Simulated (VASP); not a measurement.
A run of VASP 6.6.1:

The input INCAR:

```
PREC = Accurate ; ENCUT = 520
EDIFF = 1E-7 ; ISMEAR = -1
SIGMA = 0.1 ; LREAL = False
LASPH = True ; NELM = 80
ALGO = Normal ; ISIF = 2
LWAVE = False ; LCHARG = True
GGA = PS ; IVDW = 13
LELF = True ; LVHAR = True
NBANDS = 18
```

Contents of KPOINTS:

```
Automatic mesh
0
Gamma
  6 6 6
```

POSCAR

```
YHg
1.0
    3.6553012692      0.0000000000      0.0000000000
    0.0000000000      3.6553012692      0.0000000000
    0.0000000000      0.0000000000      3.6553012692
Y Hg
1 1
Direct
    0.5000000000      0.5000000000      0.5000000000
    0.0000000000      0.0000000000      0.0000000000
```

Potentials or basis: VASP PAW PBE potentials, release 64 (Y_sv, Hg).

The run is started by

```console
$ cat potpaw_PBE.64/Y_sv/POTCAR potpaw_PBE.64/Hg/POTCAR > POTCAR
$ mpirun -np 1 vasp_std > vasp.out
```

Hardware: 1 thread of Intel(R) Xeon(R) Platinum 8488C (Sapphire Rapids) (shared host).

Task: How long does it take, and how much memory?

Result: Wall time 16 s on 1 thread of Intel(R) Xeon(R) Platinum 8488C (Sapphire Rapids), on a shared host, peak memory 0.18 GiB. Counts: scf iterations 14, k points 20.
